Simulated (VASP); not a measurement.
# Ti (Pm-3m) in VASP: notebook, part 2 of 2

VASP 6.6.1.

## 3. Relaxation of cell and atoms, r2SCAN

This run uses another cell than the first one, of 19.47 Å³/atom, 1.076 times its volume.

Contents of POSCAR:

```
Ti
1.0
    2.6900000000      0.0000000000      0.0000000000
    0.0000000000      2.6900000000      0.0000000000
    0.0000000000      0.0000000000      2.6900000000
Ti
1
Direct
    0.0000000000      0.0000000000      0.0000000000
```

Contents of INCAR.step1:

```
SYSTEM = Ti
PREC     = Accurate       ! precision mode
ENCUT    = 600            ! plane-wave cutoff, eV
ISMEAR   = -1             ! smearing method
SIGMA    = 0.05           ! smearing width, eV
LREAL    = .False.        ! projectors in reciprocal space
LASPH    = .True.         ! aspherical terms in the spheres
NELM     = 60             ! most SCF steps
GGA      = PE             ! functional
ALGO     = Normal         ! electronic algorithm
EDIFF    = 1E-4           ! SCF threshold, eV
LWAVE    = .True.         ! write WAVECAR
LCHARG   = .False.        ! write CHGCAR
```

Contents of INCAR.step2:

```
SYSTEM = Ti
PREC     = Accurate       ! precision mode
ENCUT    = 600            ! plane-wave cutoff, eV
EDIFF    = 1E-6           ! SCF threshold, eV
ISMEAR   = -1             ! smearing method
SIGMA    = 0.05           ! smearing width, eV
LREAL    = .False.        ! projectors in reciprocal space
LASPH    = .True.         ! aspherical terms in the spheres
NELM     = 60             ! most SCF steps
ALGO     = Normal         ! electronic algorithm
ISIF     = 3              ! what is computed and relaxed
LWAVE    = .False.        ! write WAVECAR
LCHARG   = .False.        ! write CHGCAR
METAGGA  = R2SCAN         ! meta-GGA
LMIXTAU  = .True.       
IBRION   = 2              ! ionic algorithm
NSW      = 80             ! ionic steps
EDIFFG   = -0.03          ! ionic threshold
ISTART   = 1
```

Contents of KPOINTS:

```
regular mesh
0
Gamma
  17 17 17
  0 0 0
```

Potentials or basis: VASP PAW PBE potentials, release 64 (Ti_sv).

On the command line:

```sh
$ cat potpaw_PBE.64/Ti_sv/POTCAR > POTCAR
$ cp INCAR.step1 INCAR
$ mpirun -np 1 vasp_std > vasp.out
$ cp INCAR.step2 INCAR
$ mpirun -np 1 vasp_std > vasp.out
```

OUTCAR:

```text
SYSTEM = Ti
   PREC = Accurate
   ENCUT = 600
   EDIFF = 1E-6
   ISMEAR = -1
   LREAL = .False.
   LASPH = .True.
   NELM = 60
   ISIF = 3
   METAGGA = R2SCAN
   IBRION = 2
   NSW = 80
   EDIFFG = -0.03
   ISTART = 1

 ion  position               nearest neighbor table
   1  0.000  0.000  0.000-

  LATTYP: Found a simple cubic cell.
 ALAT       =     2.6900000000

  Lattice vectors:

 A1 = (   2.6900000000,   0.0000000000,   0.0000000000)
 A2 = (   0.0000000000,   2.6900000000,   0.0000000000)
 A3 = (   0.0000000000,   0.0000000000,   2.6900000000)

Analysis of symmetry for initial positions (statically):
=====================================================================
 Subroutine PRICEL returns:
 Original cell was already a primitive cell.

 Routine SETGRP: Setting up the symmetry group for a
 simple cubic supercell.

 Subroutine GETGRP returns: Found 48 space group operations
 (whereof 48 operations were pure point group operations)
 out of a pool of 48 trial point group operations.

The static configuration has the point symmetry O_h .

Analysis of symmetry for dynamics (positions and initial velocities):
=====================================================================
 Subroutine PRICEL returns:
 Original cell was already a primitive cell.

 Routine SETGRP: Setting up the symmetry group for a
 simple cubic supercell.

 Subroutine GETGRP returns: Found 48 space group operations
 (whereof 48 operations were pure point group operations)
 out of a pool of 48 trial point group operations.

The dynamic configuration has the point symmetry O_h .

 Subroutine INISYM returns: Found 48 space group operations
 (whereof 48 operations are pure point group operations),
 and found     1 'primitive' translations

----------------------------------------------------------------------------------------

                                     Primitive cell

  volume of cell :      19.4651

  direct lattice vectors                    reciprocal lattice vectors
     2.690000000  0.000000000  0.000000000     0.371747212  0.000000000  0.000000000
     0.000000000  2.690000000  0.000000000     0.000000000  0.371747212  0.000000000
     0.000000000  0.000000000  2.690000000     0.000000000  0.000000000  0.371747212

  length of vectors
     2.690000000  2.690000000  2.690000000     0.371747212  0.371747212  0.371747212

  position of ions in fractional coordinates (direct lattice)
     0.000000000  0.000000000  0.000000000

  ion indices of the primitive-cell ions
   primitive index   ion index
                 1           1

----------------------------------------------------------------------------------------

 KPOINTS: regular mesh

Automatic generation of k-mesh.
 Grid dimensions read from file:
 generate k-points for:   17   17   17

 Generating k-lattice:

  Cartesian coordinates                     Fractional coordinates (reciprocal lattice)
     0.021867483  0.000000000  0.000000000     0.058823529  0.000000000  0.000000000
[... 41 lines left out ...]
   k-points           NKPTS =    165   k-points in BZ     NKDIM =    165   number of bands    NBANDS=     10
   number of dos      NEDOS =    301   number of ions     NIONS =      1
   total plane-waves  NPLWV =  13824
   dimension x,y,z NGX =    24 NGY =   24 NGZ =   24
   dimension x,y,z NGXF=    48 NGYF=   48 NGZF=   48
   ions per type =               1
   NGX,Y,Z   is equivalent  to a cutoff of  14.83, 14.83, 14.83 a.u.
   NGXF,Y,Z  is equivalent  to a cutoff of  29.66, 29.66, 29.66 a.u.
 SYSTEM =  Ti
   PREC   = accura    normal or accurate (medium, high low for compatibility)
   ISTART =      1    job   : 0-new  1-cont  2-samecut
   ICHARG =      0    charge: 1-file 2-atom 10-const
   ISPIN  =      1    spin polarized calculation?
   LNONCOLLINEAR =      F non collinear calculations
   LSORBIT =      F    spin-orbit coupling
   LASPH  =      T    aspherical Exc in radial PAW
   ENCUT  =  600.0 eV  44.10 Ry    6.64 a.u.   5.37  5.37  5.37*2*pi/ulx,y,z
   NELM   =     60;   NELMIN=  2; NELMDL=  0     # of ELM steps
   EDIFF  = 0.1E-05   stopping-criterion for ELM
   LREAL  =      F    real-space projection
   EDIFFG = -.3E-01   stopping-criterion for IOM
   NSW    =     80    number of steps for IOM
   IBRION =      2    ionic relax: 0-MD 1-quasi-New 2-CG
   NFREE  =      1    steps in history (QN), initial steepest desc. (CG)
   ISIF   =      3    stress and relaxation
   ISYM   =      2    0-nonsym 1-usesym 2-fastsym
   POTIM  = 0.5000    time-step for ionic-motion
   TEBEG  =    0.0;   TEEND  =   0.0 temperature during run
   PSTRESS=    0.0 pullay stress
   NELECT =      12.0000    total number of electrons
   NUPDOWN=      -1.0000    fix difference up-down
   EMIN   =  10.00;   EMAX   =-10.00  energy-range for DOS
   EFERMI =   0.00;   METHOD = LEGACY
   ISMEAR =    -1;   SIGMA  =   0.05  broadening in eV -4-tet -1-fermi 0-gaus
   EFERMI_NEDOS =   21; number of points for ismear=-14 and -15
   IALGO  =     38    algorithm
   IMIX   =      4    mixing-type and parameters
     AMIX     =   0.40;   BMIX     =  1.00
     AMIX_MAG =   1.60;   BMIX_MAG =  1.00
  volume/ion in A,a.u.               =      19.47       131.36
  Fermi-wavevector in a.u.,A,eV,Ry     =   1.393316  2.632986 26.413392  1.941330
  Thomas-Fermi vector in A             =   2.516974
   LORBIT       =      0    0 simple, 1 ext, 2 COOP (PROOUT), +10 PAW based schemes
   METAGGA = R2SCAN    functional components
   LHFCALC =     F    Hartree Fock is set to
   AEXX    =    0.0000 exact exchange contribution
   IVDW    =     0    specifies the selected vdW correction
   LEPSILON=     F    determine dielectric tensor
   LRPA    =     F    only Hartree local field effects (RPA)
 conjugate gradient relaxation of ions
 non-spin polarized calculation
  energy-cutoff  :      600.00
  volume of cell :       19.47
 maximum number of plane-waves:       667
 NGX is ok and might be reduce to    24
   NGX = 11   NGY = 11   NGZ = 11

--------------------------------------- Ionic step        1  -------------------------------------------

 number of electron      12.0000000 magnetization

 Free energy of the ion-electron system (eV)
  ---------------------------------------------------
  ext. energy  EPLUGINS =         0.00000000
  ---------------------------------------------------
  free energy    TOTEN  =       -12.02510866 eV

  energy without entropy =      -12.00965685  energy(sigma->0) =      -12.01738276

------------------------ aborting loop because EDIFF is reached ----------------------------------------

  FORCE on cell =-STRESS in cart. coord.  units (eV):
  Direction    XX          YY          ZZ          XY          YZ          ZX
  --------------------------------------------------------------------------------------
  -------------------------------------------------------------------------------------
  Total       -0.5869111     -0.5869111     -0.5869111      0.0000000      0.0000000     -0.0000000
  in kB      -48.3087767    -48.3087767    -48.3087767      0.0000000      0.0000000     -0.0000000
  external PRESSURE =     -48.3087767 kB  Pullay stress =       0.0000000 kB
[... 162 lines left out ...]
--------------------------------------- Ionic step        6  -------------------------------------------

 number of electron      11.9999998 magnetization

 Free energy of the ion-electron system (eV)
  ---------------------------------------------------
  ext. energy  EPLUGINS =         0.00000000
  ---------------------------------------------------
  free energy    TOTEN  =       -12.04561841 eV

  energy without entropy =      -12.03191289  energy(sigma->0) =      -12.03876565

 E-fermi :   7.6993     XC(G=0): -12.0429

 val. band max:        7.6929250105   @ k =   0.4706   0.4706   0.0588
 cond. band min:       7.7051315489   @ k =   0.2941   0.1176   0.1176
 fundamental gap:      0.0122065384
 Fermi energy:         7.6992544771

 k-point     1 :       0.0000    0.0000    0.0000
  band No.  band energies     occupation
      1     -51.1796      2.00000
      2     -25.9036      2.00000
      3     -25.9036      2.00000
      4     -25.9036      2.00000
      5       1.5988      2.00000
      6       6.2836      2.00000
      7       6.2836      2.00000
      8      11.9872      0.00000
      9      11.9872      0.00000
     10      11.9872      0.00000
[... 287 lines left out ...]
 k-point    24 :       0.4706    0.1176    0.0000
  band No.  band energies     occupation
      1     -51.0278      2.00000
      2     -26.8088      2.00000
      3     -25.9406      2.00000
      4     -25.8127      2.00000
      5       6.0094      2.00000
      6       6.8972      2.00000
      7       7.3379      1.99855
      8      10.1157      0.00000
      9      10.4537      0.00000
     10      11.9116      0.00000

 [... further k-points ...]
[... 5 lines left out ...]
  --------------------------------------------------------------------------------------
  -------------------------------------------------------------------------------------
  Total       -0.0147349     -0.0147349     -0.0147349      0.0000000      0.0000000     -0.0000000
  in kB       -1.2968308     -1.2968308     -1.2968308      0.0000000      0.0000000     -0.0000000
  external PRESSURE =      -1.2968308 kB  Pullay stress =       0.0000000 kB
[... 16 lines left out ...]
  FREE ENERGIE OF THE ION-ELECTRON SYSTEM (eV)
  ---------------------------------------------------
  free  energy   TOTEN  =       -12.0456184097 eV

  energy  without entropy=      -12.0319128867  energy(sigma->0) =      -12.03876565

 reached required accuracy - stopping structural energy minimisation
```

It took 6.4 min on 1 thread of Intel Xeon 6975P-C, shared host; peak memory 0.18 GiB.

What came out:

```yaml
Free_energy: -12.0456 eV
Relaxed_volume: 18.20 Å³/atom
Relaxed_cell: a = 2.631 Å, b = 2.631 Å, c = 2.631 Å, α = 90.00°, β = 90.00°, γ = 90.00°
Space_group_after_relaxing_to_0.05_Å: Pm-3m (No. 221)
Energy_gained_by_relaxing: 20.5 meV/atom
Ionic_steps: 6
Pressure_after_relaxing: -0.1 GPa
Band_gap_on_the_k_mesh: zero (band 6 reaches 8.61 eV, above the bottom of band 7 at 6.28 eV)
```

Step by step:
```
step  energy change (eV)  largest force (eV/Å)  pressure (GPa)  volume (Å³)
   1              0.0000                0.0000           -4.83        19.47
   2             -0.0190                0.0000            1.46        17.86
   3             -0.0205                0.0000            0.44        18.18
   4             -0.0204                0.0000           -0.30        18.27
   5             -0.0205                0.0000           -0.28        18.23
   6             -0.0205                0.0000           -0.13        18.20
```

Final structure:
```cif
data_structure
_symmetry_space_group_name_H-M 'P 1'
_symmetry_Int_Tables_number 1
_cell_length_a 2.6306
_cell_length_b 2.6306
_cell_length_c 2.6306
_cell_angle_alpha 90.000
_cell_angle_beta 90.000
_cell_angle_gamma 90.000
_cell_volume 18.20
loop_
_atom_site_label
_atom_site_type_symbol
_atom_site_fract_x
_atom_site_fract_y
_atom_site_fract_z
_atom_site_occupancy
Ti1 Ti 0.00000 0.00000 0.00000 1
```

Levels at points of the mesh, in eV from the Fermi level:
```csv
k point,band 3,band 4,band 5,band 6,band 7,band 8,band 9,band 10
"(0.00, 0.00, 0.00)",-33.60,-33.60,-6.10,-1.42,-1.42,4.29,4.29,4.29
```

Caveat: the PAW data sets were made with another functional, which shifts forces and pressure a little.
